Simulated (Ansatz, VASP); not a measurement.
**Sn2PW3 in VASP and in Ansatz**

```
Sn P W
1.0
     5.88682    0.00000    0.00000
    -2.94341    5.09813    0.00000
     0.00000    0.00000    4.47170
Sn P W
2 1 3
Direct
  0.66667 0.33333 0.00000
  0.33333 0.66667 0.00000
  0.00000 0.00000 0.00000
  0.50000 0.50000 0.50000
  0.50000 0.00000 0.50000
  0.00000 0.50000 0.50000
```

Change from the starting cell: species swapped into the LaNi2Rh3 type (P6/mmm, No. 191).

Alike in both runs: task single point; functional PBE; k mesh 3 × 3 × 4; occupations gaussian, width 0.1 eV; no spin polarisation.

|  | VASP | Ansatz |
| --- | --- | --- |
| version | VASP 6.6.1 | Ansatz 0.2.0 |
| potentials or method | VASP PAW PBE potentials, release 64 (Sn_d, P, W_sv), cutoff 520 eV | scalar-relativistic, plane waves, PAW |
| valence electrons in the cell | 75 | 75 |

```tsv
	VASP	Ansatz	Ansatz less VASP
gap on the k mesh at the Fermi level (eV)	none	none	-
pressure (GPa)	-9.0	-9.0	-0.04
traceless stress, the component that is largest in VASP (GPa)	12.21	12.18	-0.029
```

A gap of «none» marks a metal or a gap that the smearing closes.

The k mesh is coarse, so the values compare programs but aren't converged. Spin-orbit coupling is off throughout.
